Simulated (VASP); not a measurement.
Wanted: the native input for a VASP 6.6.1 run.

```
Task                   : single point
Functional             : PBE
Potentials or basis    : VASP PAW PBE potentials, release 64 (Al, Ga_d, N)
Cutoff                 : 520 eV
k mesh                 : 6 × 6 × 4
Occupations            : gaussian, width 0.1 eV
Spin                   : collinear spin, ferromagnetic start
Starting moments       : [0.0, 0.0, 0.0, 0.0, 1.0, 1.0] μB
Dipole correction      : no
Further INCAR settings : ALGO = Normal; EDIFF = 1e-06; NBANDS = 39
```

The structure of AlGa3N2 lies in POSCAR:

```
AlGa3N2
1.0
    5.7551850138      0.0000000000      0.0000000000
   -2.8775925069      4.9841364254      0.0000000000
    0.0000000000      0.0000000000      2.8358519881
Al Ga N
1 3 2
Direct
    0.0000000000      0.0000000000      0.0000000000
    0.5000000000      0.5000000000      0.5000000000
    0.5000000000      0.0000000000      0.5000000000
    0.0000000000      0.5000000000      0.5000000000
    0.6666666667      0.3333333333      0.0000000000
    0.3333333333      0.6666666667      0.0000000000
```

The input as run:

INCAR

```
SYSTEM = AlGa3N2
PREC = Accurate
ENCUT = 520
EDIFF = 1E-6
ISMEAR = 0
SIGMA = 0.1
LREAL = .FALSE.
LASPH = .TRUE.
NELM = 150
ALGO = Normal
ISIF = 2
LWAVE = .FALSE.
LCHARG = .TRUE.
ISPIN = 2
MAGMOM = 0 0 0 0 1 1
LORBIT = 11
GGA = PE
LELF = .TRUE.
LVHAR = .TRUE.
NBANDS = 39
```

KPOINTS

```
regular mesh
0
G
  6 6 4
  0 0 0
```

Potentials or basis: VASP PAW PBE potentials, release 64 (Al, Ga_d, N).

Command:

```bash
$ cat potpaw_PBE.64/Al/POTCAR potpaw_PBE.64/Ga_d/POTCAR potpaw_PBE.64/N/POTCAR > POTCAR
$ mpirun -np 1 vasp_std > vasp.out
```

Results of the run:

```yaml
Pressure: 0.5 GPa
Band_gap_on_the_k_mesh: zero (filled and empty bands overlap)
Net_moment: 0.00 μB per cell
Valence_electrons_inside_the_program's_atomic_spheres: Al 0.76; Ga 11.54; N 3.62
```

Caveat: the k points lie up to 0.55 Å⁻¹ apart.

Run time: 3.3 min on 1 thread of Intel Xeon 8259CL, with other jobs on the host, peak memory 0.32 GiB.
